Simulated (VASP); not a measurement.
Al, 2 atoms in the cell. Symmetry: Cmcm, No. 63, orthorhombic system. The conventional cell has a = 2.812 Å, b = 4.871 Å, c = 4.867 Å, α = 90.00°, β = 90.00°, γ = 90.00°. Al (site symmetry m2m) has 14 Al at 2.81 to 3.71 Å within 3.8 Å.  This cell differs from its parent crystal: atom 1 (Al) moved by (+0.000, +0.450) A along x and y.

| Quantity | Value |
| --- | --- |
| Program | VASP 6.6.1 |
| Task | single point |
| Functional | PBEsol |
| Potentials or basis | VASP PAW PBE potentials, release 64 (Al) |
| Cutoff | 520 eV |
| k mesh | 18 × 18 × 10 |
| Occupations | gaussian, width 0.15 eV |
| Spin | no spin polarisation |
| Dipole correction | no |
| Further INCAR settings | ALGO = Fast; EDIFF = 1e-06; NBANDS = 10 |

Potentials or basis: VASP PAW PBE potentials, release 64 (Al).

Run with:

```bash
$ cat potpaw_PBE.64/Al/POTCAR > POTCAR
$ mpirun -np 1 vasp_std > vasp.out
```

Hardware: 1 thread of Intel(R) Xeon(R) Platinum 8259CL CPU @ 2.50GHz (Skylake/Cascade Lake), with other jobs on the host.

**Question.** Estimate the wall time of this run.

**Answer.** Wall time 3.3 min on 1 thread of Intel(R) Xeon(R) Platinum 8259CL CPU @ 2.50GHz (Skylake/Cascade Lake) (shared host), peak memory 0.26 GiB. Counts: scf iterations 12, k points 546.
